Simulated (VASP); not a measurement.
Te2Mo: single point with PBE

Crystal: Te2Mo.

```
Te Mo
1.0
     7.02804    0.00000    0.00000
     0.00000    7.02804    0.00000
     0.00000    0.00000    4.81826
Te Mo
4 2
Direct
  0.28980 0.00000 0.00000
  0.71020 0.00000 0.00000
  0.00000 0.71020 0.00000
  0.00000 0.28980 0.00000
  0.50000 0.50000 0.30201
  0.50000 0.50000 0.69799
```

The cell was built from a structure type or drawn by symmetry, and may not be a known phase.

```json
{
  "Program": "VASP 6.6.1",
  "Task": "single point",
  "Functional": "PBE",
  "Potentials or basis": "VASP PAW PBE potentials, release 64 (Te, Mo_sv)",
  "Cutoff": "520 eV",
  "k mesh": "4 × 4 × 4",
  "Occupations": "gaussian, width 0.1 eV",
  "Spin": "collinear spin",
  "Starting moments": "[0.0, 0.0, 0.0, 0.0, 1.0, 1.0] μB"
}
```

```json
{
 "Pressure": "0.5 GPa",
 "Largest force": "1.015 eV/Å",
 "Band gap on the k mesh": "zero (filled and empty bands overlap)",
 "Net moment": "0.00 μB per cell",
 "Valence electrons inside the program's atomic spheres": "Te 3.29; Mo 12.91"
}
```

Forces in eV/Å, atoms in the order of the input:
```
Te   0.002  0.000  0.000
Te  -0.002  0.000  0.000
Te   0.000 -0.002  0.000
Te   0.000  0.002  0.000
Mo   0.000  0.000 -1.015
Mo   0.000  0.000  1.015
```

Stress tensor (GPa, compression positive):
```
0.17 0.00 0.00
0.00 0.17 0.00
0.00 0.00 1.26
```

Levels at points of the mesh, in eV from the Fermi level:
Spin up:
```tsv
k point	band 22	band 23	band 24	band 25	band 26	band 27	band 28	band 29	band 30	band 31
(0.00, 0.00, 0.00)	-1.29	-0.96	-0.66	-0.50	-0.50	0.26	0.92	0.92	1.19	1.39
(0.50, 0.00, 0.00)	-1.67	-1.17	-0.87	-0.54	0.27	0.83	0.95	1.24	1.31	2.10
(0.50, 0.50, 0.00)	-1.62	-1.62	-0.98	-0.67	0.02	0.02	0.77	1.03	1.21	1.29
(0.00, 0.00, 0.50)	-1.33	-1.33	-1.05	-0.47	-0.04	0.02	0.58	0.58	1.02	1.07
(0.50, 0.00, 0.50)	-1.61	-1.26	-0.90	-0.61	-0.54	0.62	0.64	0.77	0.88	1.49
(0.50, 0.50, 0.50)	-1.88	-1.02	-0.84	-0.49	-0.22	-0.22	0.39	0.61	0.89	1.12
```
Spin down:
```csv
k point,band 23,band 24,band 25,band 26,band 27,band 28,band 29,band 30
"(0.00, 0.00, 0.00)",-0.96,-0.66,-0.50,-0.50,0.26,0.92,0.92,1.19
"(0.50, 0.00, 0.00)",-1.17,-0.87,-0.54,0.27,0.83,0.95,1.24,1.31
"(0.50, 0.50, 0.00)",-1.62,-0.98,-0.67,0.02,0.02,0.77,1.03,1.21
"(0.00, 0.00, 0.50)",-1.33,-1.05,-0.47,-0.04,0.02,0.58,0.58,1.02
"(0.50, 0.00, 0.50)",-1.26,-0.90,-0.61,-0.54,0.62,0.64,0.77,0.88
"(0.50, 0.50, 0.50)",-1.02,-0.84,-0.49,-0.22,-0.22,0.39,0.61,0.89
```

Wall time 3.4 min on 1 thread of Intel(R) Xeon(R) Platinum 8488C (Sapphire Rapids), with other jobs on the host, peak memory 0.52 GiB.

Caveat: atoms lie so close that the PAW spheres overlap strongly, which falsifies energies and pressures; spin-orbit coupling is left out, which moves the levels of the heavy elements; forces of over 1 eV/Å act on the atoms, so gaps and moduli don't describe the material at rest.
